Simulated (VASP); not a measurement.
## LiW: single point with r2SCAN

LiW:

```
CELL_PARAMETERS angstrom
0.00000 3.09019 3.09019
3.09019 0.00000 3.09019
3.09019 3.09019 0.00000
ATOMIC_POSITIONS crystal
Li 0.00000 0.00000 0.00000
Li 0.25000 0.25000 0.25000
W 0.50000 0.50000 0.50000
W 0.75000 0.75000 0.75000
```

| Property | Result |
| --- | --- |
| Program | VASP 6.6.1 |
| Task | single point |
| Functional | r2SCAN |
| Potentials or basis | VASP PAW PBE potentials, release 64 (Li_sv, W_sv) |
| Cutoff | 520 eV |
| k mesh | 5 × 5 × 5 |
| Occupations | gaussian, width 0.025 eV |
| Spin | no spin polarisation |
| Dipole correction | no |
| Further INCAR settings | ALGO = Normal; EDIFF = 1e-06; NBANDS = 25 |

```json
{"Band gap on the k mesh": "zero (band 17 reaches 6.30 eV, above the bottom of band 18 at 6.13 eV)"}
```

Levels at points of the mesh, in eV from the Fermi level:
```
           k point  band 14  band 15  band 16  band 17  band 18  band 19  band 20  band 21
(0.00, 0.00, 0.00)    -1.66    -1.66    -1.66     0.18     0.18     0.18     4.56     4.56
```

Run time: 47 s on 1 thread of Intel(R) Xeon(R) 6975P-C (Granite Rapids), on a shared host, peak memory 0.21 GiB.

Caveat: spin-orbit coupling is left out, which moves the levels of the heavy elements.
